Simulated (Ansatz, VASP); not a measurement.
Ti2VC3 in VASP and in Ansatz

INCAR

```
PREC = Accurate
ENCUT = 520
EDIFF = 1E-7
ISMEAR = -1
SIGMA = 0.05
LREAL = False
LASPH = True
NELM = 60
ALGO = Normal
ISIF = 2
LWAVE = False
LCHARG = False
LDIPOL = True
IDIPOL = 3
DIPOL = 0.5 0.5 0.500
GGA = PE
NBANDS = 34
```

Contents of KPOINTS:

```
Automatic mesh
0
Gamma
  13 13 1
```

POSCAR

```
Ti2VC3
1.0
    3.0637012665      0.0000000000      0.0000000000
    0.0000000000      3.0637012665      0.0000000000
    0.0000000000      0.0000000000     20.3327000000
Ti C V
2 3 1
Direct
    0.2500000000      0.2500000000      0.3973128661
    0.2500000000      0.2500000000      0.6026871337
    0.7500000000      0.7500000000      0.3923184609
    0.2500000000      0.2500000000      0.5000000003
    0.7500000000      0.7500000000      0.6076815387
    0.7500000000      0.7500000000      0.5000000003
```

Input for Ansatz:

```yaml
crystal:
  lattice:
    - [3.0637012665, 0.0, 0.0]
    - [0.0, 3.0637012665, 0.0]
    - [0.0, 0.0, 20.3327]
  atoms:
    - { symbol: Ti, position: [0.25, 0.25, 0.3973128661] }
    - { symbol: C, position: [0.75, 0.75, 0.3923184609] }
    - { symbol: V, position: [0.75, 0.75, 0.5000000003] }
    - { symbol: C, position: [0.25, 0.25, 0.5000000003] }
    - { symbol: Ti, position: [0.25, 0.25, 0.6026871337] }
    - { symbol: C, position: [0.75, 0.75, 0.6076815387] }
kpoints:
  mp_grid: { grid: [13, 13, 1] }
scf:
  occupations: { method: fermi_dirac, width: 0.05 }
hamiltonian:
  xc: pbe
  pseudopotentials: { kind: all_electron, lapw: { basis_error: 0.001 } }
output:
  forces: true
  stress: true
  eigenvalues: true
efield:
  axis: 3
  amplitude: 0
  dipole_correction: true
```

Alike in both runs: task single point; functional PBE; k mesh 13 × 13 × 1; occupations fermi-dirac, width 0.05 eV; no spin polarisation.

|  | VASP | Ansatz |
| --- | --- | --- |
| version | VASP 6.6.1 | Ansatz 0.2.0 |
| potentials or method | VASP PAW PBE potentials, release 64 (Ti_sv, C, V_sv), cutoff 520 eV | all-electron LAPW, scalar-relativistic |

```csv
,VASP,Ansatz,Ansatz less VASP
rms of the force components (eV/Å),0.227,0.231,+0.0036
```

Ansatz ran all-electron here, and VASP with PAW potentials.
